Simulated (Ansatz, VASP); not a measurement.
## Two plane-wave programs on KCl

POSCAR

```
KCl
1.0
    3.8646218801      0.0000000000      0.0000000000
    0.0000000000      3.8646218801      0.0000000000
    0.0000000000      0.0000000000      3.8646218801
K Cl
1 1
Direct
    0.0000000000      0.0000000000      0.0000000000
    0.5000000000      0.5000000000      0.5000000000
```

INCAR.step1

```
PREC     = Accurate       # precision mode
ENCUT    = 520            # plane-wave cutoff, eV
EDIFF    = 1E-5           # SCF threshold, eV
ISMEAR   = -1             # smearing method
SIGMA    = 0.05           # smearing width, eV
LREAL    = False          # projectors in reciprocal space
LASPH    = True           # aspherical terms in the spheres
NELM     = 80             # most SCF steps
ALGO     = Normal         # electronic algorithm
ISIF     = 2              # what is computed and relaxed
LWAVE    = True           # write WAVECAR
LCHARG   = False          # write CHGCAR
NBANDS   = 15             # bands
GGA      = PE             # functional
```

The input INCAR.step2:

```
PREC     = Accurate       # precision mode
ENCUT    = 520            # plane-wave cutoff, eV
EDIFF    = 1E-7           # SCF threshold, eV
ISMEAR   = -1             # smearing method
SIGMA    = 0.05           # smearing width, eV
LREAL    = False          # projectors in reciprocal space
LASPH    = True           # aspherical terms in the spheres
NELM     = 80             # most SCF steps
ALGO     = Normal         # electronic algorithm
ISIF     = 2              # what is computed and relaxed
LWAVE    = False          # write WAVECAR
LCHARG   = False          # write CHGCAR
GGA      = PE             # functional
LHFCALC  = True           # exact exchange
AEXX     = 0.25           # exact-exchange fraction
PRECFOCK = Normal       
NBANDS   = 15             # bands
ISTART   = 1
```

The input KPOINTS:

```
Automatic mesh
0
Gamma
  4 4 4
```

File input:

```
crystal:
  lattice:
    - [3.8646218801, 0.0, 0.0]
    - [0.0, 3.8646218801, 0.0]
    - [0.0, 0.0, 3.8646218801]
  atoms:
    - { symbol: K, position: [0.0, 0.0, 0.0] }
    - { symbol: Cl, position: [0.5, 0.5, 0.5] }
hamiltonian:
  xc: pbe0
  pseudopotentials: { kind: paw }
kpoints:
  mp_grid: { grid: [4, 4, 4] }
scf:
  occupations: { method: fermi_dirac, width: 0.05 }
output:
  forces: true
  stress: true
  eigenvalues: true
```

Alike in both runs: task single point; functional PBE0; k mesh 4 × 4 × 4; occupations fermi-dirac, width 0.05 eV; no spin polarisation.

|  | VASP | Ansatz |
| --- | --- | --- |
| version | VASP 6.6.1 | Ansatz 0.2.0 |
| potentials or method | VASP PAW PBE potentials, release 64 (K_sv, Cl) | Ansatz PAW |
| plane-wave cutoff (eV) | 520 | 420 |
| valence electrons in the cell | 16 | 16 |

Ansatz gave:

- gap on the k mesh at the Fermi level (eV): 6.76
- least direct gap on the mesh (eV): 6.98
- pressure (GPa): -0.8

Problem. What did VASP give for the same quantities?

Solution. gap on the k mesh at the Fermi level (eV): 6.77; least direct gap on the mesh (eV): 6.99; pressure (GPa): -0.9.
